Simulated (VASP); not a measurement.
# Zr (Fm-3m) in VASP: settings compared

Aim: see how the results for Zr move with the level of theory and the settings. Levels: PBE, HSE06. Tasks: single point.

All numbers are computed with VASP 6.6.1; they aren't measurements. Logs are shortened: lines on timing, memory, paths and dates and some standing lists are left out, and cuts for length are marked.

### Step 1. The cell of the first run

It takes space group Fm-3m (No. 225, cubic). The conventional cell has a = 4.528 Å, b = 4.528 Å, c = 4.528 Å, α = 90.00°, β = 90.00°, γ = 90.00°. Zr (site symmetry m-3m) has 12 Zr at 3.20 Å within 4.2 Å.

### Step 2. Single point, PBE

INCAR reads:

```
  ALGO = Normal
  EDIFF = 1E-7
  ENCUT = 520
  GGA = PE
  ISIF = 2
  ISMEAR = -1
  LASPH = T
  LCHARG = F
  LREAL = F
  LWAVE = F
  NBANDS = 12
  NELM = 60
  PREC = Accurate
  SIGMA = 0.1
```

KPOINTS reads:

```
k-points
0
Gamma
  6 6 6
```

POSCAR reads:

```
Zr
1.0
    0.0000000000      2.2639383882      2.2639383882
    2.2639383882      0.0000000000      2.2639383882
    2.2639383882      2.2639383882      0.0000000000
Zr
1
Direct
    0.0000000000      0.0000000000      0.0000000000
```

Potentials or basis: VASP PAW PBE potentials, release 64 (Zr_sv).

Started as:

```
cat potpaw_PBE.64/Zr_sv/POTCAR > POTCAR
mpirun -np 1 vasp_std > vasp.out
```

OUTCAR:

```text
EDIFF = 1E-7
   ENCUT = 520
   GGA = PE
   ISIF = 2
   ISMEAR = -1
   LASPH = T
   LREAL = F
   NELM = 60
   PREC = Accurate

 ion  position               nearest neighbor table
   1  0.000  0.000  0.000-

  LATTYP: Found a face centered cubic cell.
 ALAT       =     4.5278767764

  Lattice vectors:

 A1 = (   0.0000000000,   2.2639383882,   2.2639383882)
 A2 = (   2.2639383882,   0.0000000000,   2.2639383882)
 A3 = (   2.2639383882,   2.2639383882,   0.0000000000)

Analysis of symmetry for initial positions (statically):
=====================================================================
 Subroutine PRICEL returns:
 Original cell was already a primitive cell.

 Routine SETGRP: Setting up the symmetry group for a
 face centered cubic supercell.

 Subroutine GETGRP returns: Found 48 space group operations
 (whereof 48 operations were pure point group operations)
 out of a pool of 48 trial point group operations.

The static configuration has the point symmetry O_h .

Analysis of symmetry for dynamics (positions and initial velocities):
=====================================================================
 Subroutine PRICEL returns:
 Original cell was already a primitive cell.

 Routine SETGRP: Setting up the symmetry group for a
 face centered cubic supercell.

 Subroutine GETGRP returns: Found 48 space group operations
 (whereof 48 operations were pure point group operations)
 out of a pool of 48 trial point group operations.

The dynamic configuration has the point symmetry O_h .

 Subroutine INISYM returns: Found 48 space group operations
 (whereof 48 operations are pure point group operations),
 and found     1 'primitive' translations

----------------------------------------------------------------------------------------

                                     Primitive cell

  volume of cell :      23.2073

  direct lattice vectors                    reciprocal lattice vectors
     0.000000000  2.263938388  2.263938388    -0.220854067  0.220854067  0.220854067
     2.263938388  0.000000000  2.263938388     0.220854067 -0.220854067  0.220854067
     2.263938388  2.263938388  0.000000000     0.220854067  0.220854067 -0.220854067

  length of vectors
     3.201692373  3.201692373  3.201692373     0.382530465  0.382530465  0.382530465

  position of ions in fractional coordinates (direct lattice)
[... 72 lines left out ...]
   IBRION =     -1    ionic relax: 0-MD 1-quasi-New 2-CG
   NFREE  =      0    steps in history (QN), initial steepest desc. (CG)
   ISIF   =      2    stress and relaxation
   ISYM   =      2    0-nonsym 1-usesym 2-fastsym
   POTIM  = 0.5000    time-step for ionic-motion
   TEBEG  =    0.0;   TEEND  =   0.0 temperature during run
   PSTRESS=    0.0 pullay stress
   NELECT =      12.0000    total number of electrons
   NUPDOWN=      -1.0000    fix difference up-down
   EMIN   =  10.00;   EMAX   =-10.00  energy-range for DOS
   EFERMI =   0.00;   METHOD = LEGACY
   ISMEAR =    -1;   SIGMA  =   0.10  broadening in eV -4-tet -1-fermi 0-gaus
   EFERMI_NEDOS =   21; number of points for ismear=-14 and -15
   IALGO  =     38    algorithm
   IMIX   =      4    mixing-type and parameters
     AMIX     =   0.40;   BMIX     =  1.00
     AMIX_MAG =   1.60;   BMIX_MAG =  1.00
  volume/ion in A,a.u.               =      23.21       156.61
  Fermi-wavevector in a.u.,A,eV,Ry     =   1.313996  2.483092 23.491615  1.726585
  Thomas-Fermi vector in A             =   2.444280
   LORBIT       =      0    0 simple, 1 ext, 2 COOP (PROOUT), +10 PAW based schemes
   GGA     = PE    functional components
   LHFCALC =     F    Hartree Fock is set to
   AEXX    =    0.0000 exact exchange contribution
   IVDW    =     0    specifies the selected vdW correction
   LEPSILON=     F    determine dielectric tensor
   LRPA    =     F    only Hartree local field effects (RPA)
 non-spin polarized calculation
  energy-cutoff  :      520.00
  volume of cell :       23.21
 maximum number of plane-waves:       636
   NGX = 11   NGY = 11   NGZ = 11

 number of electron      12.0000000 magnetization

 Free energy of the ion-electron system (eV)
  ---------------------------------------------------
  ext. energy  EPLUGINS =         0.00000000
  ---------------------------------------------------
  free energy    TOTEN  =        -8.50068940 eV

  energy without entropy =       -8.43932448  energy(sigma->0) =       -8.47000694

 E-fermi :   8.8788     XC(G=0): -11.0985

 val. band max:        8.8139271629   @ k =   0.1667   0.1667   0.0000
 cond. band min:       8.8957596119   @ k =  -0.3333   0.3333   0.1667
 fundamental gap:      0.0818324490
 Fermi energy:         8.8788136502

 k-point     1 :       0.0000    0.0000    0.0000
  band No.  band energies     occupation
      1     -39.7892      2.00000
      2     -17.3008      2.00000
      3     -17.3008      2.00000
      4     -17.3008      2.00000
      5       3.3638      2.00000
      6       9.8950      0.00008
      7       9.8950      0.00008
      8       9.8950      0.00008
      9      12.3155      0.00000
     10      12.3155      0.00000
     11      19.4154      0.00000
     12      23.6141      0.00000
[... 211 lines left out ...]
 k-point    16 :      -0.3333    0.5000    0.1667
  band No.  band energies     occupation
      1     -39.6004      2.00000
      2     -18.0698      2.00000
      3     -17.7897      2.00000
      4     -17.6563      2.00000
      5       6.7838      2.00000
      6       7.5545      2.00000
      7       9.7633      0.00029
      8      12.0599      0.00000
      9      14.6140      0.00000
     10      16.8428      0.00000
     11      18.5671      0.00000
     12      18.5696      0.00000

------------------------ aborting loop because EDIFF is reached ----------------------------------------

  FORCE on cell =-STRESS in cart. coord.  units (eV):
  Direction    XX          YY          ZZ          XY          YZ          ZX
  --------------------------------------------------------------------------------------
  -------------------------------------------------------------------------------------
  Total        0.0402842      0.0402842      0.0402842      0.0000000     -0.0000000     -0.0000000
  in kB        2.7811314      2.7811314      2.7811314      0.0000000     -0.0000000     -0.0000000
  external PRESSURE =       2.7811314 kB  Pullay stress =       0.0000000 kB

 VOLUME and BASIS-vectors are now :
 -----------------------------------------------------------------------------
  energy-cutoff  :      520.00
  volume of cell :       23.21
      direct lattice vectors                 reciprocal lattice vectors
     0.000000000  2.263938388  2.263938388    -0.220854067  0.220854067  0.220854067
     2.263938388  0.000000000  2.263938388     0.220854067 -0.220854067  0.220854067
     2.263938388  2.263938388  0.000000000     0.220854067  0.220854067 -0.220854067

 POSITION                                       TOTAL-FORCE (eV/Angst)
 -----------------------------------------------------------------------------------
      0.00000      0.00000      0.00000        -0.000000      0.000000     -0.000000
 -----------------------------------------------------------------------------------
    total drift:                                0.000000     -0.000000      0.000000

  FREE ENERGIE OF THE ION-ELECTRON SYSTEM (eV)
  ---------------------------------------------------
  free  energy   TOTEN  =        -8.5006894048 eV

  energy  without entropy=       -8.4393244750  energy(sigma->0) =       -8.47000694
```

It took 3.5 s on 1 thread of Intel Xeon Platinum 8559C (Emerald Rapids), shared host; peak memory 0.13 GiB.

What came out:

| Item | Value |
| --- | --- |
| Free energy | -8.5007 eV |
| Pressure | 0.3 GPa |
| Band gap on the k mesh | zero (band 6 reaches 9.89 eV, above the bottom of band 7 at 8.80 eV) |

Levels at points of the mesh, in eV from the Fermi level:
```
           k point  band 4  band 5  band 6  band 7  band 8  band 9
(0.00, 0.00, 0.00)  -26.18   -5.52    1.02    1.02    1.02    3.44
(0.50, 0.00, 0.00)  -26.31   -2.91    0.84    0.84    1.16    5.22
(0.50, 0.50, 0.00)  -26.52   -2.94   -2.15    3.04    5.23    5.73
```

Caveat: the k points lie up to 0.40 Å⁻¹ apart.

### Step 3. Single point, HSE06

POSCAR is that of step 2.

INCAR.step1 reads:

```
PREC = Accurate ; ENCUT = 520
EDIFF = 1E-5 ; ISMEAR = -1
SIGMA = 0.1 ; LREAL = F
LASPH = T ; NELM = 60
ALGO = Normal ; ISIF = 2
LWAVE = T ; LCHARG = F
NBANDS = 12 ; GGA = PE
```

INCAR.step2 reads:

```
PREC = Accurate ; ENCUT = 520
EDIFF = 1E-6 ; ISMEAR = -1
SIGMA = 0.1 ; LREAL = F
LASPH = T ; NELM = 60
ALGO = Normal ; ISIF = 2
LWAVE = F ; LCHARG = F
GGA = PE ; LHFCALC = T
HFSCREEN = 0.2079 ; PRECFOCK = Normal
NBANDS = 12 ; ISTART = 1
```

KPOINTS reads:

```
Automatic mesh
0
Gamma
  6 6 6
```

Potentials or basis: VASP PAW PBE potentials, release 64 (Zr_sv).

Started as:

```
cat potpaw_PBE.64/Zr_sv/POTCAR > POTCAR
cp INCAR.step1 INCAR
mpirun -np 1 vasp_std > vasp.out
cp INCAR.step2 INCAR
mpirun -np 1 vasp_std > vasp.out
```

Run time: 8.5 min. Hardware: 1 thread of Intel Xeon Platinum 8559C (Emerald Rapids), shared host; peak memory 0.24 GiB.

Results (log left out):

```yaml
Free_energy: -9.7301 eV
Pressure: 1.4 GPa
Band_gap_on_the_k_mesh: zero (band 6 reaches 10.35 eV, above the bottom of band 7 at 8.86 eV)
```

Levels at points of the mesh, in eV from the Fermi level:
| k point | band 3 | band 4 | band 5 | band 6 | band 7 | band 8 | band 9 | band 10 |
| --- | --- | --- | --- | --- | --- | --- | --- | --- |
| (0.00, 0.00, 0.00) | -28.43 | -28.43 | -6.55 | 1.46 | 1.46 | 1.46 | 4.25 | 4.25 |
| (0.50, 0.00, 0.00) | -28.56 | -28.56 | -3.41 | 0.86 | 1.31 | 1.31 | 6.03 | 6.03 |
| (0.50, 0.50, 0.00) | -28.79 | -28.79 | -3.42 | -2.56 | 3.19 | 6.13 | 6.55 | 6.55 |

Caveat: the k points lie up to 0.40 Å⁻¹ apart; the PAW data sets were made with another functional, which shifts forces and pressure a little.

### Step 4. Single point, PBE (volume scaled by 0.88)

INCAR reads:

```
SYSTEM = Zr
PREC     = Accurate       ! precision mode
ENCUT    = 520            ! plane-wave cutoff, eV
EDIFF    = 1E-6           ! SCF threshold, eV
ISMEAR   = -1             ! smearing method
SIGMA    = 0.1            ! smearing width, eV
LREAL    = .False.        ! projectors in reciprocal space
LASPH    = .True.         ! aspherical terms in the spheres
NELM     = 80             ! most SCF steps
ALGO     = Normal         ! electronic algorithm
ISIF     = 2              ! what is computed and relaxed
LWAVE    = .False.        ! write WAVECAR
LCHARG   = .False.        ! write CHGCAR
GGA      = PE             ! functional
NBANDS   = 12             ! bands
```

KPOINTS reads:

```
regular mesh
0
Gamma
  20 20 20
  0 0 0
```

POSCAR reads:

```
Zr
1.0
    0.0000000000      2.1694958864      2.1694958864
    2.1694958864      0.0000000000      2.1694958864
    2.1694958864      2.1694958864      0.0000000000
Zr
1
Direct
    0.0000000000      0.0000000000      0.0000000000
```

Started as:

```
cat potpaw_PBE.64/Zr_sv/POTCAR > POTCAR
mpirun -np 1 vasp_std > vasp.out
```

Wall time 28 s (1 thread of Intel Xeon Platinum 8375C at 2.90GHz (Ice Lake), shared host); peak memory 0.18 GiB.

Results (log left out):

```yaml
Free_energy: -8.3892 eV
Pressure: 14.4 GPa
Band_gap_on_the_k_mesh: zero (band 6 reaches 11.43 eV, above the bottom of band 7 at 9.87 eV)
```

Levels at points of the mesh, in eV from the Fermi level:
| k point | band 4 | band 5 | band 6 | band 7 | band 8 | band 9 |
| --- | --- | --- | --- | --- | --- | --- |
| (0.00, 0.00, 0.00) | -25.78 | -5.74 | 1.00 | 1.00 | 1.00 | 3.85 |
| (0.50, 0.00, 0.00) | -25.97 | -3.28 | 0.77 | 0.77 | 1.66 | 5.98 |
| (0.50, 0.50, 0.00) | -26.29 | -3.53 | -2.68 | 3.83 | 6.00 | 6.61 |

### Step 5. Single point, PBE (volume scaled by 0.92)

INCAR reads:

```
ALGO = Normal
EDIFF = 1E-6
ENCUT = 520
GGA = PE
ISIF = 2
ISMEAR = -1
LASPH = T
LCHARG = F
LREAL = F
LWAVE = F
NBANDS = 12
NELM = 100
PREC = Accurate
SIGMA = 0.1
```

KPOINTS reads:

```
k-points
0
Gamma
  20 20 20
```

POSCAR reads:

```
Zr
1.0
    0.0000000000      2.2018811965      2.2018811965
    2.2018811965      0.0000000000      2.2018811965
    2.2018811965      2.2018811965      0.0000000000
Zr
1
Direct
    0.0000000000      0.0000000000      0.0000000000
```

Started as:

```
cat potpaw_PBE.64/Zr_sv/POTCAR > POTCAR
mpirun -np 1 vasp_std > vasp.out
```

It took 29 s on 1 thread of Intel Xeon Platinum 8375C at 2.90GHz (Ice Lake), shared host; peak memory 0.18 GiB.

The run converged. Its results:

```yaml
Free_energy: -8.4564 eV
Pressure: 8.8 GPa
Band_gap_on_the_k_mesh: zero (band 6 reaches 10.88 eV, above the bottom of band 7 at 9.35 eV)
```

Levels at points of the mesh, in eV from the Fermi level:
| k point | band 3 | band 4 | band 5 | band 6 | band 7 | band 8 | band 9 | band 10 |
| --- | --- | --- | --- | --- | --- | --- | --- | --- |
| (0.00, 0.00, 0.00) | -25.93 | -25.93 | -5.68 | 1.00 | 1.00 | 1.00 | 3.70 | 3.70 |
| (0.50, 0.00, 0.00) | -26.09 | -26.09 | -3.16 | 0.79 | 0.79 | 1.45 | 5.70 | 5.70 |
| (0.50, 0.50, 0.00) | -26.37 | -26.37 | -3.33 | -2.49 | 3.52 | 5.71 | 6.28 | 6.28 |

### Step 6. Single point, PBE (volume scaled by 0.96)

INCAR reads:

```
ALGO     = Normal         # electronic algorithm
EDIFF    = 1E-6           # SCF threshold, eV
ENCUT    = 520            # plane-wave cutoff, eV
GGA      = PE             # functional
ISIF     = 2              # what is computed and relaxed
ISMEAR   = -1             # smearing method
LASPH    = True           # aspherical terms in the spheres
LCHARG   = False          # write CHGCAR
LREAL    = False          # projectors in reciprocal space
LWAVE    = False          # write WAVECAR
NBANDS   = 12             # bands
NELM     = 60             # most SCF steps
PREC     = Accurate       # precision mode
SIGMA    = 0.1            # smearing width, eV
```

KPOINTS is that of step 5.

POSCAR reads:

```
Zr
1.0
    0.0000000000      2.2333408926      2.2333408926
    2.2333408926      0.0000000000      2.2333408926
    2.2333408926      2.2333408926      0.0000000000
Zr
1
Direct
    0.0000000000      0.0000000000      0.0000000000
```

Potentials or basis: VASP PAW PBE potentials, release 64 (Zr_sv).

Started as:

```
cat potpaw_PBE.64/Zr_sv/POTCAR > POTCAR
mpirun -np 1 vasp_std > vasp.out
```

Run time: 29 s. Hardware: 1 thread of Intel Xeon Platinum 8375C at 2.90GHz (Ice Lake), shared host; peak memory 0.19 GiB.

It converged, with:

```yaml
Free_energy: -8.4938 eV
Pressure: 4.1 GPa
Band_gap_on_the_k_mesh: zero (band 6 reaches 10.38 eV, above the bottom of band 7 at 8.88 eV)
```

Levels at points of the mesh, in eV from the Fermi level:
```csv
k point,band 4,band 5,band 6,band 7,band 8,band 9
"(0.00, 0.00, 0.00)",-26.07,-5.62,0.99,0.99,0.99,3.55
"(0.50, 0.00, 0.00)",-26.21,-3.05,0.80,0.80,1.27,5.44
"(0.50, 0.50, 0.00)",-26.46,-3.15,-2.33,3.25,5.45,5.98
```

### Step 7. The runs side by side

```csv
level,cell,k mesh,grid for exact exchange (PRECFOCK),screening parameter,gap on the mesh (eV),pressure (GPa)
PBE,"a = 3.202 Å, angles 60.0°, 1 atom",6 × 6 × 6,-,-,none,0.3
HSE06,"a = 3.202 Å, angles 60.0°, 1 atom",6 × 6 × 6,Normal,0.2079 1/Å,none,1.4
PBE,"a = 3.068 Å, angles 60.0°, 1 atom",20 × 20 × 20,-,-,none,14.4
PBE,"a = 3.114 Å, angles 60.0°, 1 atom",20 × 20 × 20,-,-,none,8.8
PBE,"a = 3.158 Å, angles 60.0°, 1 atom",20 × 20 × 20,-,-,none,4.1
```

Alike in all rows: task single point; potentials or basis VASP PAW PBE potentials, release 64 (Zr_sv); no spin polarisation; cutoff (eV) 520; smearing fermi-dirac 0.1 eV.

Caveats: some runs use coarse meshes; the PAW data sets were made with another functional, which shifts forces and pressure a little (some runs).

Total energies depend on the potentials used, so only differences within one code and one set of settings carry meaning.
